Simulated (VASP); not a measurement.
# Be3AgS4 (I-43m) in VASP: notebook

Be3AgS4 is run at these levels: PBE; tasks: single point, relaxation of cell and atoms.

Program: VASP 6.6.1. These are calculated values, not measurements. Logs are shortened: lines on timing, memory, paths and dates and some standing lists are left out, and cuts for length are marked.

## 1. The cell of the first run

Symmetry: I-43m, No. 217, cubic system. Conventional cell: a = 6.174 Å, b = 6.174 Å, c = 6.174 Å, α = 90.00°, β = 90.00°, γ = 90.00°. Be (site symmetry -42m) has 8 S at 2.59 to 2.78 Å and 4 Be at 3.09 Å and 2 Ag at 3.09 Å within 3.4 Å. Within 3.2 Å of Ag (site symmetry -43m) lie 8 S at 2.39 to 2.95 Å and 6 Be at 3.09 Å. Within 3.2 Å of S (site symmetry 3m) lie 2 Ag at 2.39 to 2.95 Å and 6 Be at 2.59 to 2.78 Å and 6 S at 3.12 Å.

## 2. Single point, PBE

Contents of INCAR:

```
ALGO = Normal
EDIFF = 1E-7
ENCUT = 520
GGA = PE
ISIF = 2
ISMEAR = 0
LASPH = T
LCHARG = F
LREAL = F
LWAVE = F
NBANDS = 30
NELM = 100
PREC = Accurate
SIGMA = 0.1
```

Contents of KPOINTS:

```
k-points
0
Gamma
  4 4 4
```

Contents of POSCAR:

```
Be3AgS4
1.0
   -3.0871442145      3.0871442145      3.0871442145
    3.0871442145     -3.0871442145      3.0871442145
    3.0871442145      3.0871442145     -3.0871442145
Be Ag S
3 1 4
Direct
    0.5000000000      0.5000000000      0.0000000000
    0.0000000000      0.5000000000      0.5000000000
    0.5000000000      0.0000000000      0.5000000000
    0.0000000000      0.0000000000      0.0000000000
    0.4475016590      0.0000000000      0.0000000000
    0.0000000000      0.0000000000      0.4475016590
    0.5524983410      0.5524983410      0.5524983410
    0.0000000000      0.4475016590      0.0000000000
```

Potentials or basis: VASP PAW PBE potentials, release 64 (Be, Ag, S).

Launch:

```bash
$ cat potpaw_PBE.64/Be/POTCAR potpaw_PBE.64/Ag/POTCAR potpaw_PBE.64/S/POTCAR > POTCAR
$ mpirun -np 1 vasp_std > vasp.out
```

OUTCAR:

```text
EDIFF = 1E-7
   ENCUT = 520
   GGA = PE
   ISIF = 2
   ISMEAR = 0
   LASPH = T
   LREAL = F
   NELM = 100
   PREC = Accurate

 ion  position               nearest neighbor table
   1  0.500  0.500  0.000-
   2  0.000  0.500  0.500-
   3  0.500  0.000  0.500-
   4  0.000  0.000  0.000-   5 2.39   6 2.39   7 2.39   8 2.39   7 2.95   6 2.95   8 2.95   5 2.95

   5  0.448  0.000  0.000-   4 2.39   4 2.95
   6  0.000  0.000  0.448-   4 2.39   4 2.95
   7  0.552  0.552  0.552-   4 2.39   4 2.95
   8  0.000  0.448  0.000-   4 2.39   4 2.95

  LATTYP: Found a body centered cubic cell.
 ALAT       =     6.1742884290

  Lattice vectors:

 A1 = (  -3.0871442145,   3.0871442145,   3.0871442145)
 A2 = (   3.0871442145,  -3.0871442145,   3.0871442145)
 A3 = (   3.0871442145,   3.0871442145,  -3.0871442145)

Analysis of symmetry for initial positions (statically):
=====================================================================
 Subroutine PRICEL returns:
 Original cell was already a primitive cell.

 Routine SETGRP: Setting up the symmetry group for a
 body centered cubic supercell.

 Subroutine GETGRP returns: Found 24 space group operations
 (whereof 24 operations were pure point group operations)
 out of a pool of 48 trial point group operations.

The static configuration has the point symmetry T_d .

Analysis of symmetry for dynamics (positions and initial velocities):
=====================================================================
 Subroutine PRICEL returns:
 Original cell was already a primitive cell.

 Routine SETGRP: Setting up the symmetry group for a
 body centered cubic supercell.

 Subroutine GETGRP returns: Found 24 space group operations
 (whereof 24 operations were pure point group operations)
 out of a pool of 48 trial point group operations.

The dynamic configuration has the point symmetry T_d .

 Subroutine INISYM returns: Found 24 space group operations
 (whereof 24 operations are pure point group operations),
 and found     1 'primitive' translations

----------------------------------------------------------------------------------------

                                     Primitive cell

  volume of cell :     117.6876

  direct lattice vectors                    reciprocal lattice vectors
    -3.087144214  3.087144214  3.087144214     0.000000000  0.161961983  0.161961983
     3.087144214 -3.087144214  3.087144214     0.161961983  0.000000000  0.161961983
     3.087144214  3.087144214 -3.087144214     0.161961983  0.161961983  0.000000000

  length of vectors
     5.347090630  5.347090630  5.347090630     0.229048834  0.229048834  0.229048834

  position of ions in fractional coordinates (direct lattice)
     0.500000000  0.500000000  0.000000000
     0.000000000  0.500000000  0.500000000
     0.500000000  0.000000000  0.500000000
     0.000000000  0.000000000  0.000000000
     0.447501659  0.000000000  0.000000000
     0.000000000  0.000000000  0.447501659
     0.552498341  0.552498341  0.552498341
     0.000000000  0.447501659  0.000000000

  ion indices of the primitive-cell ions
   primitive index   ion index
                 1           1
                 2           2
                 3           3
                 4           4
                 5           5
                 6           6
                 7           7
                 8           8

----------------------------------------------------------------------------------------

 KPOINTS: k-points

Automatic generation of k-mesh.
 Grid dimensions read from file:
 generate k-points for:    4    4    4

 Generating k-lattice:

  Cartesian coordinates                     Fractional coordinates (reciprocal lattice)
     0.000000000  0.040490496  0.040490496     0.250000000  0.000000000  0.000000000
     0.040490496  0.000000000  0.040490496     0.000000000  0.250000000  0.000000000
     0.040490496  0.040490496  0.000000000     0.000000000  0.000000000  0.250000000

  Length of vectors
     0.057262208  0.057262208  0.057262208

  Shift w.r.t. Gamma in fractional coordinates (k-lattice)
     0.000000000  0.000000000  0.000000000

 Subroutine IBZKPT returns following result:
 ===========================================

 Found      8 irreducible k-points:

 Following reciprocal coordinates:
            Coordinates               Weight
  0.000000  0.000000  0.000000      1.000000
  0.250000  0.000000  0.000000     12.000000
  0.500000  0.000000  0.000000      6.000000
  0.250000  0.250000  0.000000     24.000000
  0.250000  0.250000  0.250000      2.000000
 -0.250000  0.250000  0.250000      6.000000
  0.500000  0.500000  0.250000     12.000000
  0.500000  0.500000  0.500000      1.000000
   k-points           NKPTS =      8   k-points in BZ     NKDIM =      8   number of bands    NBANDS=     30
   number of dos      NEDOS =    301   number of ions     NIONS =      8
   total plane-waves  NPLWV =  64000
   dimension x,y,z NGX =    40 NGY =   40 NGZ =   40
   dimension x,y,z NGXF=    80 NGYF=   80 NGZF=   80
   ions per type =               3   1   4
   NGX,Y,Z   is equivalent  to a cutoff of  12.44, 12.44, 12.44 a.u.
   NGXF,Y,Z  is equivalent  to a cutoff of  24.87, 24.87, 24.87 a.u.
 SYSTEM =  unknown system
   PREC   = accura    normal or accurate (medium, high low for compatibility)
   ISTART =      0    job   : 0-new  1-cont  2-samecut
   ICHARG =      2    charge: 1-file 2-atom 10-const
   ISPIN  =      1    spin polarized calculation?
   LNONCOLLINEAR =      F non collinear calculations
   LSORBIT =      F    spin-orbit coupling
   LASPH  =      T    aspherical Exc in radial PAW
   ENCUT  =  520.0 eV  38.22 Ry    6.18 a.u.   9.94  9.94  9.94*2*pi/ulx,y,z
   NELM   =    100;   NELMIN=  2; NELMDL= -5     # of ELM steps
   EDIFF  = 0.1E-06   stopping-criterion for ELM
   LREAL  =      F    real-space projection
   EDIFFG = 0.1E-05   stopping-criterion for IOM
   NSW    =      0    number of steps for IOM
   IBRION =     -1    ionic relax: 0-MD 1-quasi-New 2-CG
   NFREE  =      0    steps in history (QN), initial steepest desc. (CG)
   ISIF   =      2    stress and relaxation
   ISYM   =      2    0-nonsym 1-usesym 2-fastsym
   POTIM  = 0.5000    time-step for ionic-motion
   TEBEG  =    0.0;   TEEND  =   0.0 temperature during run
   PSTRESS=    0.0 pullay stress
   NELECT =      41.0000    total number of electrons
   NUPDOWN=      -1.0000    fix difference up-down
   EMIN   =  10.00;   EMAX   =-10.00  energy-range for DOS
   EFERMI =   0.00;   METHOD = LEGACY
   ISMEAR =     0;   SIGMA  =   0.10  broadening in eV -4-tet -1-fermi 0-gaus
   EFERMI_NEDOS =   21; number of points for ismear=-14 and -15
   IALGO  =     38    algorithm
   IMIX   =      4    mixing-type and parameters
     AMIX     =   0.40;   BMIX     =  1.00
     AMIX_MAG =   1.60;   BMIX_MAG =  1.00
  volume/ion in A,a.u.               =      14.71        99.27
  Fermi-wavevector in a.u.,A,eV,Ry     =   1.151929  2.176831 18.054133  1.326941
  Thomas-Fermi vector in A             =   2.288584
   LORBIT       =      0    0 simple, 1 ext, 2 COOP (PROOUT), +10 PAW based schemes
   GGA     = PE    functional components
   LHFCALC =     F    Hartree Fock is set to
   AEXX    =    0.0000 exact exchange contribution
   IVDW    =     0    specifies the selected vdW correction
   LEPSILON=     F    determine dielectric tensor
   LRPA    =     F    only Hartree local field effects (RPA)
 non-spin polarized calculation
 Gauss-broadening in eV      SIGMA  =   0.10
  energy-cutoff  :      520.00
  volume of cell :      117.69
 maximum number of plane-waves:      3252
   NGX = 19   NGY = 19   NGZ = 19

 number of electron      41.0000002 magnetization

 Free energy of the ion-electron system (eV)
  ---------------------------------------------------
  ext. energy  EPLUGINS =         0.00000000
  ---------------------------------------------------
  free energy    TOTEN  =       -26.82846169 eV

  energy without entropy =      -26.80404084  energy(sigma->0) =      -26.81625126

 E-fermi :   6.5199     XC(G=0): -10.5836

 val. band max:        6.4927504252   @ k =  -0.2500   0.2500   0.2500
 cond. band min:       6.5745359046   @ k =   0.5000   0.5000   0.2500
 fundamental gap:      0.0817854794
 Fermi energy:         6.5199406810

 k-point     1 :       0.0000    0.0000    0.0000
  band No.  band energies     occupation
      1      -8.1685      2.00000
      2      -5.5890      2.00000
      3      -5.5890      2.00000
      4      -5.5890      2.00000
      5       1.0410      2.00000
      6       1.0410      2.00000
[... 22 lines left out ...]
     29      13.4931      0.00000
     30      13.4999      0.00000

 k-point     2 :       0.2500    0.0000    0.0000
  band No.  band energies     occupation
      1      -7.8447      2.00000
      2      -6.0088      2.00000
      3      -5.6948      2.00000
      4      -5.6392      2.00000
      5       0.3618      2.00000
      6       0.5563      2.00000
[... 22 lines left out ...]
     29      12.7518      0.00000
     30      12.8840      0.00000

 k-point     3 :       0.5000    0.0000    0.0000
  band No.  band energies     occupation
      1      -7.0569      2.00000
      2      -6.9080      2.00000
      3      -5.7931      2.00000
      4      -5.6865      2.00000
      5      -0.0274      2.00000
      6       0.5143      2.00000
[... 22 lines left out ...]
     29      11.9368      0.00000
     30      12.3326      0.00000

 k-point     4 :       0.2500    0.2500    0.0000
  band No.  band energies     occupation
      1      -7.2543      2.00000
      2      -6.3411      2.00000
      3      -6.3153      2.00000
      4      -5.5546      2.00000
      5       0.2110      2.00000
      6       0.2778      2.00000
[... 88 lines left out ...]
     29      12.1059      0.00000
     30      12.1059      0.00000

 k-point     7 :       0.5000    0.5000    0.2500
  band No.  band energies     occupation
      1      -6.8798      2.00000
      2      -6.7962      2.00000
      3      -6.4158      2.00000
      4      -5.0050      2.00000
      5      -0.6322      2.00000
      6      -0.3441      2.00000
[... 22 lines left out ...]
     29      11.3829      0.00000
     30      11.7614      0.00000

 k-point     8 :       0.5000    0.5000    0.5000
  band No.  band energies     occupation
      1      -6.6731      2.00000
      2      -6.6731      2.00000
      3      -6.6731      2.00000
      4      -4.7252      2.00000
      5      -1.0502      2.00000
      6      -1.0502      2.00000
[... 22 lines left out ...]
     29      12.0294      0.00000
     30      12.0312      0.00000

------------------------ aborting loop because EDIFF is reached ----------------------------------------

  FORCE on cell =-STRESS in cart. coord.  units (eV):
  Direction    XX          YY          ZZ          XY          YZ          ZX
  --------------------------------------------------------------------------------------
  -------------------------------------------------------------------------------------
  Total       -0.0818356     -0.0818356     -0.0818356     -0.0000000     -0.0000000     -0.0000000
  in kB       -1.1140946     -1.1140946     -1.1140946     -0.0000000     -0.0000000     -0.0000000
  external PRESSURE =      -1.1140946 kB  Pullay stress =       0.0000000 kB

 VOLUME and BASIS-vectors are now :
 -----------------------------------------------------------------------------
  energy-cutoff  :      520.00
  volume of cell :      117.69
      direct lattice vectors                 reciprocal lattice vectors
    -3.087144214  3.087144214  3.087144214     0.000000000  0.161961983  0.161961983
     3.087144214 -3.087144214  3.087144214     0.161961983  0.000000000  0.161961983
     3.087144214  3.087144214 -3.087144214     0.161961983  0.161961983  0.000000000

 POSITION                                       TOTAL-FORCE (eV/Angst)
 -----------------------------------------------------------------------------------
      0.00000      0.00000      3.08714        -0.000000      0.000000     -0.000000
      3.08714      0.00000      0.00000        -0.000000      0.000000     -0.000000
      0.00000      3.08714      0.00000        -0.000000      0.000000     -0.000000
      0.00000      0.00000      0.00000        -0.000000      0.000000     -0.000000
     -1.38150      1.38150      1.38150         0.010554     -0.010554     -0.010554
      1.38150      1.38150     -1.38150        -0.010554     -0.010554      0.010554
      1.70564      1.70564      1.70564         0.010554      0.010554      0.010554
      1.38150     -1.38150      1.38150        -0.010554      0.010554     -0.010554
 -----------------------------------------------------------------------------------
    total drift:                               -0.000003     -0.000003     -0.000006

  FREE ENERGIE OF THE ION-ELECTRON SYSTEM (eV)
  ---------------------------------------------------
  free  energy   TOTEN  =       -26.8284616892 eV

  energy  without entropy=      -26.8040408370  energy(sigma->0) =      -26.81625126
```

It took 22 s on 1 thread of AMD EPYC 9R45 (Zen 5), shared host; peak memory 0.22 GiB.

What came out:

- Free energy: -26.8285 eV
- Pressure: -0.1 GPa
- Largest force: 0.018 eV/Å

Forces on the atoms (eV/Å):
```
Be   0.000  0.000  0.000
Be   0.000  0.000  0.000
Be   0.000  0.000  0.000
Ag   0.000  0.000  0.000
S    0.011 -0.011 -0.011
S   -0.011 -0.011  0.011
S    0.011  0.011  0.011
S   -0.011  0.011 -0.011
```

## 3. Relaxation of cell and atoms, PBE

This run uses another cell than the first one, of 19.19 Å³/atom, 1.304 times its volume.

Contents of INCAR:

```
SYSTEM = Be3AgS4
PREC     = Accurate       ! precision mode
ENCUT    = 600            ! plane-wave cutoff, eV
EDIFF    = 1E-6           ! SCF threshold, eV
ISMEAR   = 0              ! smearing method
SIGMA    = 0.1            ! smearing width, eV
LREAL    = .False.        ! projectors in reciprocal space
LASPH    = .True.         ! aspherical terms in the spheres
NELM     = 60             ! most SCF steps
ALGO     = Normal         ! electronic algorithm
ISIF     = 3              ! what is computed and relaxed
LWAVE    = .False.        ! write WAVECAR
LCHARG   = .False.        ! write CHGCAR
GGA      = PE             ! functional
IBRION   = 2              ! ionic algorithm
NSW      = 90             ! ionic steps
EDIFFG   = -0.04          ! ionic threshold
```

Contents of KPOINTS:

```
regular mesh
0
Gamma
  4 4 4
  0 0 0
```

Contents of POSCAR:

```
Be3AgS4
1.0
   -3.3730855300      3.3730855300      3.3730855300
    3.3730855300     -3.3730855300      3.3730855300
    3.3730855300      3.3730855300     -3.3730855300
Be Ag S
3 1 4
Direct
    0.5000000000      0.5000000000      0.0000000000
    0.0000000000      0.5000000000      0.5000000000
    0.5000000000      0.0000000000      0.5000000000
    0.0000000000      0.0000000000      0.0000000000
    0.3070741600      0.0000000000      0.0000000000
    0.0000000000      0.0000000000      0.3070741600
    0.6929258400      0.6929258400      0.6929258400
    0.0000000000      0.3070741600      0.0000000000
```

Potentials or basis: VASP PAW PBE potentials, release 64 (Be, Ag, S).

Launch:

```bash
$ cat potpaw_PBE.64/Be/POTCAR potpaw_PBE.64/Ag/POTCAR potpaw_PBE.64/S/POTCAR > POTCAR
$ mpirun -np 1 vasp_std > vasp.out
```

Run time: 7.7 min. Hardware: 1 thread of AMD EPYC 9R45 (Zen 5), shared host; peak memory 0.33 GiB.

It converged, with:

* Free energy: -26.8316 eV
* Relaxed volume: 14.70 Å³/atom
* Relaxed cell: a = 5.345 Å, b = 5.345 Å, c = 5.345 Å, α = 109.47°, β = 109.47°, γ = 109.47°
* Space group after relaxing (to 0.05 Å): I-43m (No. 217)
* Energy gained by relaxing: 2427.2 meV/atom
* Ionic steps: 20
* Pressure after relaxing: 0.0 GPa

Step by step:
| step | energy change (eV) | largest force (eV/Å) | pressure (GPa) | volume (Å³) |
| --- | --- | --- | --- | --- |
| 1 | 0.0000 | 22.1598 | 45.42 | 153.51 |
| 2 | -4.5765 | 0.1753 | -8.69 | 308.87 |
| 3 | -5.7567 | 0.4376 | -9.70 | 290.47 |
| 4 | -7.1199 | 0.6448 | -10.79 | 272.72 |
| 5 | -13.3790 | 0.4361 | -13.16 | 207.44 |
| 6 | -14.9553 | 1.9900 | -7.32 | 179.13 |
| 7 | -14.9709 | 1.4733 | -8.68 | 182.35 |
| 8 | -14.9747 | 1.6780 | -8.15 | 181.00 |
| 9 | -16.6315 | 1.9444 | -6.78 | 158.59 |
| 10 | -18.0769 | 2.4954 | 21.28 | 102.59 |
| 11 | -18.4650 | 2.6450 | 4.26 | 122.01 |
| 12 | -18.5311 | 2.6478 | 8.62 | 115.34 |
| 13 | -19.2295 | 0.8258 | 6.36 | 112.05 |
| 14 | -19.2793 | 0.0121 | 6.20 | 110.07 |
| 15 | -19.2906 | 0.2209 | 6.18 | 110.62 |
| 16 | -19.4102 | 0.1212 | 1.26 | 116.25 |
| 17 | -19.4154 | 0.0948 | 0.06 | 117.88 |
| 18 | -19.4154 | 0.0967 | 0.17 | 117.73 |
| 19 | -19.4165 | 0.0668 | 0.11 | 117.69 |
| 20 | -19.4174 | 0.0014 | 0.05 | 117.58 |

Final structure:
```
Be Ag S
1.0
    -3.08622    3.08622    3.08622
     3.08622   -3.08622    3.08622
     3.08622    3.08622   -3.08622
Be Ag S
3 1 4
Direct
  0.50000 0.50000 0.00000
  0.00000 0.50000 0.50000
  0.50000 0.00000 0.50000
  0.00000 0.00000 0.00000
  0.44715 0.00000 0.00000
  0.00000 0.00000 0.44715
  0.55285 0.55285 0.55285
  0.00000 0.44715 0.00000
```

Levels at points of the mesh, in eV from the Fermi level:
| k point | band 17 | band 18 | band 19 | band 20 | band 21 | band 22 | band 23 | band 24 | band 25 |
| --- | --- | --- | --- | --- | --- | --- | --- | --- | --- |
| (0.00, 0.00, 0.00) | -0.97 | -0.97 | -0.92 | -0.92 | -0.92 | 0.67 | 1.19 | 1.19 | 3.70 |
| (0.50, 0.00, 0.00) | -2.36 | -2.09 | -1.03 | -0.16 | 0.40 | 1.79 | 2.41 | 2.67 | 2.98 |
| (0.50, 0.50, 0.50) | -0.12 | -0.12 | -0.09 | -0.09 | -0.09 | 1.92 | 1.92 | 1.92 | 3.52 |

Caveat: the volume moved by over 15 % at a fixed basis, so the end points are rough.
